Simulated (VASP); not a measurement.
# Te2Mo (R-3m) in VASP: notebook

Te2Mo is run at these levels: PBE; tasks: single point, relaxation of cell and atoms.

Program: VASP 6.6.1. These are calculated values, not measurements. Logs are shortened: lines on timing, memory, paths and dates and some standing lists are left out, and cuts for length are marked.

### Step 1. The cell of the first run

It takes space group R-3m (No. 166, trigonal). The conventional cell has a = 9.078 Å, b = 9.078 Å, c = 7.986 Å, α = 90.00°, β = 90.00°, γ = 120.00°. Within 3.8 Å of Te (site symmetry 2/m) lie 4 Mo at 2.63 to 3.60 Å and 6 Te at 3.74 Å. Te (site symmetry -3m) has 2 Mo at 2.85 Å and 6 Te at 3.74 Å within 3.8 Å. Within 3.0 Å of Mo (site symmetry 3m) lie 1 Mo at 2.28 Å and 4 Te at 2.63 to 2.85 Å.

The cell was built from a structure type or drawn by symmetry, and may not be a known phase.

### Step 2. Single point, PBE

INCAR reads:

```
SYSTEM = Te2Mo
PREC = Accurate
ENCUT = 520
EDIFF = 1E-6
ISMEAR = 0
SIGMA = 0.1
LREAL = .False.
LASPH = .True.
NELM = 80
ALGO = Normal
ISIF = 2
LWAVE = .False.
LCHARG = .False.
GGA = PE
NBANDS = 35
```

KPOINTS reads:

```
Automatic mesh
0
Gamma
  3 3 3
  0 0 0
```

POSCAR reads:

```
Te2Mo
1.0
    4.5390411397      2.6206166239      2.6620349067
   -4.5390411397      2.6206166239      2.6620349067
    0.0000000000     -5.2412332477      2.6620349067
Te Mo
4 2
Direct
    0.0000000000      0.0000000000      0.5000000000
    0.5000000000      0.0000000000      0.0000000000
    0.0000000000      0.5000000000      0.0000000000
    0.5000000000      0.5000000000      0.5000000000
    0.8571058671      0.8571058671      0.8571058671
    0.1428941329      0.1428941329      0.1428941329
```

Potentials or basis: VASP PAW PBE potentials, release 64 (Te, Mo_sv).

On the command line:

```sh
$ cat potpaw_PBE.64/Te/POTCAR potpaw_PBE.64/Mo_sv/POTCAR > POTCAR
$ mpirun -np 1 vasp_std > vasp.out
```

OUTCAR:

```text
SYSTEM = Te2Mo
   PREC = Accurate
   ENCUT = 520
   EDIFF = 1E-6
   ISMEAR = 0
   LREAL = .False.
   LASPH = .True.
   NELM = 80
   ISIF = 2
   GGA = PE

 ion  position               nearest neighbor table
   1  0.000  0.000  0.500-   5 2.63   6 2.63
   2  0.500  0.000  0.000-   5 2.63   6 2.63
   3  0.000  0.500  0.000-   5 2.63   6 2.63
   4  0.500  0.500  0.500-   5 2.85   6 2.85
   5  0.857  0.857  0.857-   6 2.28   1 2.63   3 2.63   2 2.63   4 2.85
   6  0.143  0.143  0.143-   5 2.28   1 2.63   3 2.63   2 2.63   4 2.85

  LATTYP: Found a trigonal (rhomboedric) cell.
 ALAT       =     5.8785164627
 COS(alpha) =    -0.1924021656

  Lattice vectors:

 A1 = (   4.5390411397,   2.6206166239,   2.6620349067)
 A2 = (  -4.5390411397,   2.6206166239,   2.6620349067)
 A3 = (   0.0000000000,  -5.2412332477,   2.6620349067)

Analysis of symmetry for initial positions (statically):
=====================================================================
 Subroutine PRICEL returns:
 Original cell was already a primitive cell.

 Routine SETGRP: Setting up the symmetry group for a
 trigonal (rhombohedral) supercell.

 Subroutine GETGRP returns: Found 12 space group operations
 (whereof 12 operations were pure point group operations)
 out of a pool of 12 trial point group operations.

The static configuration has the point symmetry D_3d.

Analysis of symmetry for dynamics (positions and initial velocities):
=====================================================================
 Subroutine PRICEL returns:
 Original cell was already a primitive cell.

 Routine SETGRP: Setting up the symmetry group for a
 trigonal (rhombohedral) supercell.

 Subroutine GETGRP returns: Found 12 space group operations
 (whereof 12 operations were pure point group operations)
 out of a pool of 12 trial point group operations.

The dynamic configuration has the point symmetry D_3d.

 Subroutine INISYM returns: Found 12 space group operations
 (whereof 12 operations are pure point group operations),
 and found     1 'primitive' translations

----------------------------------------------------------------------------------------

                                     Primitive cell

  volume of cell :     189.9908

  direct lattice vectors                    reciprocal lattice vectors
     4.539041140  2.620616624  2.662034907     0.110155424  0.063598264  0.125217492
    -4.539041140  2.620616624  2.662034907    -0.110155424  0.063598264  0.125217492
     0.000000000 -5.241233248  2.662034907     0.000000000 -0.127196527  0.125217492

  length of vectors
     5.878516463  5.878516463  5.878516463     0.178489150  0.178489150  0.178489150

  position of ions in fractional coordinates (direct lattice)
     0.000000000  0.000000000  0.500000000
     0.500000000  0.000000000  0.000000000
     0.000000000  0.500000000  0.000000000
     0.500000000  0.500000000  0.500000000
     0.857105867  0.857105867  0.857105867
     0.142894133  0.142894133  0.142894133

  ion indices of the primitive-cell ions
   primitive index   ion index
                 1           1
                 2           2
                 3           3
                 4           4
                 5           5
                 6           6

----------------------------------------------------------------------------------------

 KPOINTS: Automatic mesh

Automatic generation of k-mesh.
 Grid dimensions read from file:
 generate k-points for:    3    3    3

 Generating k-lattice:

  Cartesian coordinates                     Fractional coordinates (reciprocal lattice)
     0.036718475  0.021199421  0.041739164     0.333333333 -0.000000000  0.000000000
    -0.036718475  0.021199421  0.041739164    -0.000000000  0.333333333  0.000000000
     0.000000000 -0.042398842  0.041739164     0.000000000  0.000000000  0.333333333

  Length of vectors
     0.059496383  0.059496383  0.059496383

  Shift w.r.t. Gamma in fractional coordinates (k-lattice)
     0.000000000  0.000000000  0.000000000

 Subroutine IBZKPT returns following result:
 ===========================================

 Found      6 irreducible k-points:

 Following reciprocal coordinates:
            Coordinates               Weight
  0.000000  0.000000  0.000000      1.000000
  0.333333 -0.000000  0.000000      6.000000
  0.333333  0.333333  0.000000      6.000000
 -0.333333  0.333333  0.000000      6.000000
  0.333333  0.333333  0.333333      2.000000
 -0.333333  0.333333  0.333333      6.000000
   k-points           NKPTS =      6   k-points in BZ     NKDIM =      6   number of bands    NBANDS=     35
   number of dos      NEDOS =    301   number of ions     NIONS =      6
   total plane-waves  NPLWV = 110592
   dimension x,y,z NGX =    48 NGY =   48 NGZ =   48
   dimension x,y,z NGXF=    96 NGYF=   96 NGZF=   96
   ions per type =               4   2
   NGX,Y,Z   is equivalent  to a cutoff of  13.57, 13.57, 13.57 a.u.
[... 33 lines left out ...]
  Fermi-wavevector in a.u.,A,eV,Ry     =   1.062915  2.008618 15.371694  1.129788
  Thomas-Fermi vector in A             =   2.198382
   LORBIT       =      0    0 simple, 1 ext, 2 COOP (PROOUT), +10 PAW based schemes
   GGA     = PE    functional components
   LHFCALC =     F    Hartree Fock is set to
   AEXX    =    0.0000 exact exchange contribution
   IVDW    =     0    specifies the selected vdW correction
   LEPSILON=     F    determine dielectric tensor
   LRPA    =     F    only Hartree local field effects (RPA)
 non-spin polarized calculation
 Gauss-broadening in eV      SIGMA  =   0.10
  energy-cutoff  :      520.00
  volume of cell :      189.99
 maximum number of plane-waves:      5129
 NGX is ok and might be reduce to    48
   NGX = 21   NGY = 21   NGZ = 21

 number of electron      51.9999995 magnetization

 Free energy of the ion-electron system (eV)
  ---------------------------------------------------
  ext. energy  EPLUGINS =         0.00000000
  ---------------------------------------------------
  free energy    TOTEN  =       -31.35609956 eV

  energy without entropy =      -31.33819984  energy(sigma->0) =      -31.34714970

 E-fermi :   5.5889     XC(G=0):  -9.2214

 val. band max:        5.5308084270   @ k =   0.3333   0.3333   0.0000
 cond. band min:       5.7640402357   @ k =  -0.3333   0.3333   0.0000
 fundamental gap:      0.2332318086
 Fermi energy:         5.5889309857

 k-point     1 :       0.0000    0.0000    0.0000
  band No.  band energies     occupation
      1     -55.6986      2.00000
      2     -55.3410      2.00000
      3     -30.6285      2.00000
      4     -29.8260      2.00000
      5     -29.8260      2.00000
      6     -29.5553      2.00000
[... 27 lines left out ...]
     34       8.3552      0.00000
     35       9.7864      0.00000

 k-point     2 :       0.3333   -0.0000    0.0000
  band No.  band energies     occupation
      1     -55.6988      2.00000
      2     -55.3409      2.00000
      3     -30.6289      2.00000
      4     -29.8258      2.00000
      5     -29.8245      2.00000
      6     -29.5571      2.00000
[... 27 lines left out ...]
     34       8.9782      0.00000
     35       9.4473      0.00000

 k-point     3 :       0.3333    0.3333    0.0000
  band No.  band energies     occupation
      1     -55.6989      2.00000
      2     -55.3408      2.00000
      3     -30.6291      2.00000
      4     -29.8250      2.00000
      5     -29.8237      2.00000
      6     -29.5580      2.00000
[... 27 lines left out ...]
     34       8.2697      0.00000
     35      10.1483      0.00000

 k-point     4 :      -0.3333    0.3333    0.0000
  band No.  band energies     occupation
      1     -55.6989      2.00000
      2     -55.3408      2.00000
      3     -30.6288      2.00000
      4     -29.8250      2.00000
      5     -29.8237      2.00000
      6     -29.5579      2.00000
[... 27 lines left out ...]
     34       9.9112      0.00000
     35       9.9491      0.00000

 k-point     5 :       0.3333    0.3333    0.3333
  band No.  band energies     occupation
      1     -55.6990      2.00000
      2     -55.3406      2.00000
      3     -30.6290      2.00000
      4     -29.8235      2.00000
      5     -29.8235      2.00000
      6     -29.5581      2.00000
[... 27 lines left out ...]
     34       8.2740      0.00000
     35      10.6120      0.00000

 k-point     6 :      -0.3333    0.3333    0.3333
  band No.  band energies     occupation
      1     -55.6990      2.00000
      2     -55.3406      2.00000
      3     -30.6293      2.00000
      4     -29.8235      2.00000
      5     -29.8235      2.00000
      6     -29.5581      2.00000
[... 27 lines left out ...]
     34       8.8895      0.00000
     35       9.9072      0.00000

------------------------ aborting loop because EDIFF is reached ----------------------------------------

  FORCE on cell =-STRESS in cart. coord.  units (eV):
  Direction    XX          YY          ZZ          XY          YZ          ZX
  --------------------------------------------------------------------------------------
  -------------------------------------------------------------------------------------
  Total        0.0189240      0.0189240      0.2381774     -0.0000000      0.0000000      0.0000000
  in kB        0.1595843      0.1595843      2.0085311     -0.0000000      0.0000000      0.0000000
  external PRESSURE =       0.7758999 kB  Pullay stress =       0.0000000 kB

 VOLUME and BASIS-vectors are now :
 -----------------------------------------------------------------------------
  energy-cutoff  :      520.00
  volume of cell :      189.99
      direct lattice vectors                 reciprocal lattice vectors
     4.539041140  2.620616624  2.662034907     0.110155424  0.063598264  0.125217492
    -4.539041140  2.620616624  2.662034907    -0.110155424  0.063598264  0.125217492
     0.000000000 -5.241233248  2.662034907     0.000000000 -0.127196527  0.125217492

 POSITION                                       TOTAL-FORCE (eV/Angst)
 -----------------------------------------------------------------------------------
      0.00000     -2.62062      1.33102        -0.000000     -0.000000     -0.000000
      2.26952      1.31031      1.33102        -0.000000     -0.000000     -0.000000
     -2.26952      1.31031      1.33102        -0.000000     -0.000000     -0.000000
      0.00000      0.00000      3.99305         0.000000     -0.000000     -0.000000
      0.00000      0.00000      6.84494        -0.000000     -0.000000     -0.124723
      0.00000      0.00000      1.14117        -0.000000      0.000000      0.124723
 -----------------------------------------------------------------------------------
    total drift:                                0.000000     -0.000000     -0.000000

  FREE ENERGIE OF THE ION-ELECTRON SYSTEM (eV)
  ---------------------------------------------------
  free  energy   TOTEN  =       -31.3560995572 eV

  energy  without entropy=      -31.3381998437  energy(sigma->0) =      -31.34714970
```

Wall time 83 s (1 thread of Intel Xeon 8259CL, shared host); peak memory 0.32 GiB.

What came out:

| Quantity | Value |
| --- | --- |
| Free energy | -31.3561 eV |
| Pressure | 0.1 GPa |
| Largest force | 0.125 eV/Å |
| Band gap on the k mesh | zero (bands 26 and 27 overlap by 0.43 eV) |

Forces in eV/Å, atoms in the order of the input:
```
Te   0.000  0.000  0.000
Te   0.000  0.000  0.000
Te   0.000  0.000  0.000
Te   0.000  0.000  0.000
Mo   0.000  0.000 -0.125
Mo   0.000  0.000  0.125
```

Stress tensor (GPa, compression positive):
```
0.02 0.00 0.00
0.00 0.02 0.00
0.00 0.00 0.20
```

Levels at points of the mesh, in eV from the Fermi level:
```csv
k point,band 24,band 25,band 26,band 27,band 28,band 29
"(0.00, 0.00, 0.00)",-1.11,-0.72,-0.72,0.54,0.78,0.78
```

Caveat: the k points lie up to 0.37 Å⁻¹ apart; spin-orbit coupling is left out, which moves the levels of the heavy elements.

### Step 3. Single point, PBE

This run uses another cell than the first one, of 31.79 Å³/atom.

INCAR reads:

```
SYSTEM = Te2Mo
PREC = Accurate
ENCUT = 520
EDIFF = 1E-7
ISMEAR = 0
SIGMA = 0.1
LREAL = .FALSE.
LASPH = .TRUE.
NELM = 100
ALGO = Normal
ISIF = 2
LWAVE = .FALSE.
LCHARG = .FALSE.
GGA = PE
NBANDS = 35
```

KPOINTS reads:

```
regular mesh
0
G
  6 6 6
  0 0 0
```

POSCAR reads:

```
Te2Mo
1.0
    4.5415157184      2.6220453225      2.6692671524
   -4.5415157184      2.6220453225      2.6692671524
    0.0000000000     -5.2440906451      2.6692671524
Te Mo
4 2
Direct
    0.0000000000      0.0000000000      0.5000000000
    0.5000000000      0.0000000000      0.0000000000
    0.0000000000      0.5000000000      0.0000000000
    0.5000000000      0.5000000000      0.5000000000
    0.8565129041      0.8565129041      0.8565129041
    0.1434870959      0.1434870959      0.1434870959
```

Potentials or basis: VASP PAW PBE potentials, release 64 (Te, Mo_sv).

On the command line:

```sh
$ cat potpaw_PBE.64/Te/POTCAR potpaw_PBE.64/Mo_sv/POTCAR > POTCAR
$ mpirun -np 1 vasp_std > vasp.out
```

Run time: 7.2 min. Hardware: 1 thread of Intel Xeon 8259CL, shared host; peak memory 0.41 GiB.

The run converged. Its results:

* Free energy: -31.2873 eV
* Pressure: 0.0 GPa
* Largest force: 0.126 eV/Å
* Band gap on the k mesh: zero (bands 26 and 27 overlap by 0.66 eV)

Forces on the atoms (eV/Å):
```
Te   0.000  0.000  0.000
Te   0.000  0.000  0.000
Te   0.000  0.000  0.000
Te   0.000  0.000  0.000
Mo   0.000  0.000 -0.126
Mo   0.000  0.000  0.126
```

Stress tensor (GPa, compression positive):
```
-0.07  0.00  0.00
 0.00 -0.07  0.00
 0.00  0.00  0.24
```

Levels at points of the mesh, in eV from the Fermi level:
```csv
k point,band 22,band 23,band 24,band 25,band 26,band 27,band 28,band 29,band 30,band 31
"(0.00, 0.00, 0.00)",-2.01,-1.13,-1.13,-0.75,-0.75,0.51,0.74,0.74,0.96,0.96
"(0.50, 0.00, 0.00)",-2.34,-1.60,-0.89,-0.14,-0.06,-0.02,0.28,0.85,0.86,1.64
"(0.50, 0.50, 0.00)",-2.13,-1.73,-0.99,-0.37,-0.32,-0.07,0.45,0.71,0.85,1.26
"(0.50, 0.50, 0.50)",-0.44,-0.44,-0.39,-0.39,-0.02,0.49,0.49,1.63,1.70,1.70
```

Caveat: spin-orbit coupling is left out, which moves the levels of the heavy elements.

### Step 4. Single point, PBE, collinear spin

INCAR reads:

```
SYSTEM = Te2Mo
  ALGO = Normal
  EDIFF = 1E-7
  ENCUT = 520
  GGA = PE
  ISIF = 2
  ISMEAR = 0
  ISPIN = 2
  LASPH = .True.
  LCHARG = .True.
  LELF = .True.
  LMAXMIX = 4
  LORBIT = 11
  LREAL = .False.
  LVHAR = .True.
  LWAVE = .False.
  MAGMOM = 0 0 0 0 1 1
  NBANDS = 39
  NELM = 150
  PREC = Accurate
  SIGMA = 0.1
```

KPOINTS reads:

```
k-points
0
Gamma
  3 3 3
  0 0 0
```

POSCAR reads:

```
Te2Mo
1.0
    4.5390412533      2.6206166894      2.6620350340
   -4.5390412533      2.6206166894      2.6620350340
    0.0000000000     -5.2412333789      2.6620350340
Te Mo
4 2
Direct
    0.0000000000      0.0000000000      0.5000000000
    0.5000000000      0.0000000000      0.0000000000
    0.0000000000      0.5000000000      0.0000000000
    0.5000000000      0.5000000000      0.5000000000
    0.8571058762      0.8571058762      0.8571058762
    0.1428941238      0.1428941238      0.1428941238
```

On the command line:

```sh
$ cat potpaw_PBE.64/Te/POTCAR potpaw_PBE.64/Mo_sv/POTCAR > POTCAR
$ mpirun -np 1 vasp_std > vasp.out
```

Wall time 4.6 min (1 thread of Intel Xeon 8259CL, shared host); peak memory 0.42 GiB.

Results (log left out):

| Quantity | Value |
| --- | --- |
| Free energy | -31.3561 eV |
| Pressure | 0.1 GPa |
| Largest force | 0.125 eV/Å |
| Band gap on the k mesh | zero (filled and empty bands overlap) |
| Net moment | 0.00 μB per cell |
| Valence electrons inside the program's atomic spheres | Te 3.35, 3.32 (each value once); Mo 12.59 |

Forces on the atoms (eV/Å):
```
Te   0.000  0.000  0.000
Te   0.000  0.000  0.000
Te   0.000  0.000  0.000
Te   0.000  0.000  0.000
Mo   0.000  0.000 -0.125
Mo   0.000  0.000  0.125
```

Stress tensor (GPa, compression positive):
```
0.02 0.00 0.00
0.00 0.02 0.00
0.00 0.00 0.20
```

Levels at points of the mesh, in eV from the Fermi level:
Spin up:
```tsv
k point	band 23	band 24	band 25	band 26	band 27	band 28	band 29	band 30
(0.00, 0.00, 0.00)	-1.11	-1.11	-0.72	-0.72	0.54	0.78	0.78	1.01
```
Spin down:
```csv
k point,band 22,band 23,band 24,band 25,band 26,band 27,band 28,band 29,band 30,band 31
"(0.00, 0.00, 0.00)",-2.04,-1.11,-1.11,-0.72,-0.72,0.54,0.78,0.78,1.01,1.01
```

Caveat: the k points lie up to 0.37 Å⁻¹ apart; spin-orbit coupling is left out, which moves the levels of the heavy elements.

### Step 5. Relaxation of cell and atoms, PBE

INCAR reads:

```
PREC = Accurate
ENCUT = 600
EDIFF = 1E-6
ISMEAR = 0
SIGMA = 0.1
LREAL = False
LASPH = True
NELM = 60
ALGO = Normal
ISIF = 3
LWAVE = False
LCHARG = False
GGA = PE
IBRION = 2
NSW = 100
EDIFFG = -0.01
```

KPOINTS reads:

```
regular mesh
0
Gamma
  6 6 6
```

POSCAR is that of step 4.

On the command line:

```sh
$ cat potpaw_PBE.64/Te/POTCAR potpaw_PBE.64/Mo_sv/POTCAR > POTCAR
$ mpirun -np 1 vasp_std > vasp.out
```

Run time: 17 min. Hardware: 1 thread of Intel Xeon 8259CL, shared host; peak memory 0.47 GiB.

It converged, with:

| Quantity | Value |
| --- | --- |
| Free energy | -31.2885 eV |
| Relaxed volume | 31.74 Å³/atom |
| Relaxed cell | a = 5.879 Å, b = 5.879 Å, c = 5.879 Å, α = 100.93°, β = 100.93°, γ = 100.93° |
| Space group after relaxing (to 0.1 Å) | R-3m (No. 166) |
| Energy gained by relaxing | 0.8 meV/atom |
| Ionic steps | 4 |
| Pressure after relaxing | 0.0 GPa |
| Largest force after relaxing | 0.005 eV/Å |
| Band gap on the k mesh | zero (bands 26 and 27 overlap by 0.64 eV) |

Forces on the atoms (eV/Å):
```
Te   0.000  0.000  0.000
Te   0.000  0.000  0.000
Te   0.000  0.000  0.000
Te   0.000  0.000  0.000
Mo   0.000  0.000 -0.005
Mo   0.000  0.000  0.005
```

The path:
| step | energy change (eV) | largest force (eV/Å) | pressure (GPa) | volume (Å³) |
| --- | --- | --- | --- | --- |
| 1 | 0.0000 | 0.2669 | 0.33 | 189.99 |
| 2 | -0.0026 | 0.0737 | -0.45 | 191.79 |
| 3 | -0.0039 | 0.0413 | -0.17 | 191.12 |
| 4 | -0.0046 | 0.0049 | 0.01 | 190.45 |

Final structure:
```yaml
crystal:
  lattice:
    - [4.53424, 2.61784, 2.67411]
    - [-4.53424, 2.61784, 2.67411]
    - [0.00000, -5.23569, 2.67411]
  atoms:
    - { symbol: Te, position: [0.00000, 0.00000, 0.50000] }
    - { symbol: Te, position: [0.50000, 0.00000, 0.00000] }
    - { symbol: Te, position: [0.00000, 0.50000, 0.00000] }
    - { symbol: Te, position: [0.50000, 0.50000, 0.50000] }
    - { symbol: Mo, position: [0.85569, 0.85569, 0.85569] }
    - { symbol: Mo, position: [0.14431, 0.14431, 0.14431] }
```

Levels at points of the mesh, in eV from the Fermi level:
```csv
k point,band 22,band 23,band 24,band 25,band 26,band 27,band 28,band 29,band 30,band 31
"(0.00, 0.00, 0.00)",-2.02,-1.13,-1.13,-0.74,-0.74,0.51,0.74,0.74,0.91,0.91
"(0.50, 0.00, 0.00)",-2.35,-1.62,-0.92,-0.14,-0.03,-0.01,0.29,0.84,0.84,1.63
"(0.50, 0.50, 0.00)",-2.16,-1.73,-1.00,-0.35,-0.31,-0.09,0.46,0.69,0.84,1.21
"(0.50, 0.50, 0.50)",-0.47,-0.47,-0.40,-0.40,-0.04,0.47,0.47,1.61,1.69,1.69
```

Caveat: spin-orbit coupling is left out, which moves the levels of the heavy elements.

### Step 6. Summary

| task | spin | cell | k mesh | cutoff (eV) | gap on the mesh (eV) | pressure (GPa) | largest force (eV/Å) |
| --- | --- | --- | --- | --- | --- | --- | --- |
| single point | off | a = 5.879 Å, angles 101.1°, 6 atoms | 3 × 3 × 3 | 520 | none | 0.1 | 0.12 |
| single point | off | a = 5.884 Å, angles 101.0°, 6 atoms | 6 × 6 × 6 | 520 | none | 0.0 | 0.13 |
| single point | collinear | a = 5.879 Å, angles 101.1°, 6 atoms | 3 × 3 × 3 | 520 | none | 0.1 | 0.12 |
| relaxation of cell and atoms | off | relaxed from a = 5.879 Å, angles 101.1°, 6 atoms | 6 × 6 × 6 | 600 | none | 0.0 | - |

Alike in all rows: level PBE; potentials or basis VASP PAW PBE potentials, release 64 (Te, Mo_sv); smearing gaussian 0.1 eV.

Caveats: some runs use coarse meshes; spin-orbit coupling is left out, which moves the levels of the heavy elements.

Absolute energies hang on the potentials; compare differences alone.
